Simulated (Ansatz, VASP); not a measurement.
# One calculation of Sn, two programs

```
Sn
1.0
     0.00000    3.14823    3.24560
     3.14823    0.00000    3.24560
     3.14823    3.14823    0.00000
Sn
2
Direct
  0.50000 0.50000 0.50000
  0.75000 0.75000 0.75000
```

Change from the starting cell: equal xx and yy strain of -3 %, crystal datasets.

Alike in both runs: task electric field gradients; functional PBE; k mesh 9 × 9 × 9; occupations fermi-dirac, width 0.03 eV; no spin polarisation.

|  | VASP | Ansatz |
| --- | --- | --- |
| version | VASP 6.6.1 | Ansatz 0.2.0 |
| potentials or method | VASP PAW PBE potentials, release 64 (Sn_d), cutoff 520 eV | all-electron PAW with datasets made for the crystal, scalar-relativistic |

Ansatz gave:

```
pressure (GPa)                                                : 6.7
traceless stress, the component that is largest in VASP (GPa) : -0.64
size of Vzz on the site where it differs most (V/Å²)          : 2.8
```

Task: What did VASP give for the same quantities?

Result: Pressure (GPa): 6.7; traceless stress, the component that is largest in VASP (GPa): -0.64; size of Vzz on the site where it differs most (V/Å²): 2.5.

Ansatz ran all-electron here, and VASP with PAW potentials.
